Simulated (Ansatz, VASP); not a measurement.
**Two plane-wave programs on Tc**

The input INCAR:

```
  ALGO = Fast
  EDIFF = 1E-6
  ENCUT = 520
  GGA = CA
  GGA_COMPAT = False
  ISIF = 2
  ISMEAR = -1
  LASPH = True
  LCHARG = True
  LMAXMIX = 4
  LORBIT = 11
  LORBMOM = True
  LREAL = False
  LSORBIT = True
  LVHAR = True
  LWAVE = False
  MAGMOM = 0 0 0
  NBANDS = 24
  NELM = 150
  PREC = Accurate
  SIGMA = 0.05
```

Contents of KPOINTS:

```
k-points
0
Gamma
  9 9 9
```

File POSCAR:

```
Tc
1.0
    0.0000000000      1.9500000000      1.9500000000
    1.9500000000      0.0000000000      1.9500000000
    1.9500000000      1.9500000000      0.0000000000
Tc
1
Direct
    0.0000000000      0.0000000000      0.0000000000
```

File input.yaml:

```yaml
crystal:
  lattice:
    - [0.0, 1.95, 1.95]
    - [1.95, 0.0, 1.95]
    - [1.95, 1.95, 0.0]
  atoms:
    - { symbol: Tc, position: [0.0, 0.0, 0.0] }
hamiltonian:
  xc: lda
  pseudopotentials: { kind: paw_fr }
magnetization:
  noncollinear: true
  spin_orbit: true
kpoints:
  mp_grid: { grid: [9, 9, 9] }
  band_path:
    path:
      - [[0.0, 0.0, 0.0], [0.5, 0.0, 0.5], [0.5, 0.25, 0.75], [0.375, 0.375, 0.75], [0.0, 0.0, 0.0], [0.5, 0.5, 0.5], [0.625, 0.25, 0.625], [0.5, 0.25, 0.75], [0.5, 0.5, 0.5], [0.375, 0.375, 0.75]]
      - [[0.625, 0.25, 0.625], [0.5, 0.0, 0.5]]
    npoints: 14
scf:
  occupations: { method: fermi_dirac, width: 0.05 }
  n_extra_bands: 6
output:
  forces: true
  stress: true
  eigenvalues: true
  fatbands: true
```

Alike in both runs: functional LDA; k mesh 9 × 9 × 9; occupations fermi-dirac, width 0.05 eV; non-collinear spin, spin-orbit coupling.

```csv
,VASP,Ansatz
version,VASP 6.6.1,Ansatz 0.2.0
potentials or method,"VASP PAW LDA potentials, release 64 (Tc_pv)",Ansatz PAW earlier set
plane-wave cutoff (eV),520,500
valence electrons in the cell,13,15
task,single point,band structure
```

|  | VASP | Ansatz | Ansatz less VASP |
| --- | --- | --- | --- |
| pressure (GPa) | -19.9 | -20.1 | -0.13 |
| net moment per atom (μB) | 0.00 | 0.00 | 0.000 |

LDA's correlation is that of Perdew and Zunger in VASP and of Perdew and Wang (1992) in Ansatz. VASP's potentials hold 13 valence electrons a cell and Ansatz's 15, so a difference there can come from the potentials and not from the codes.
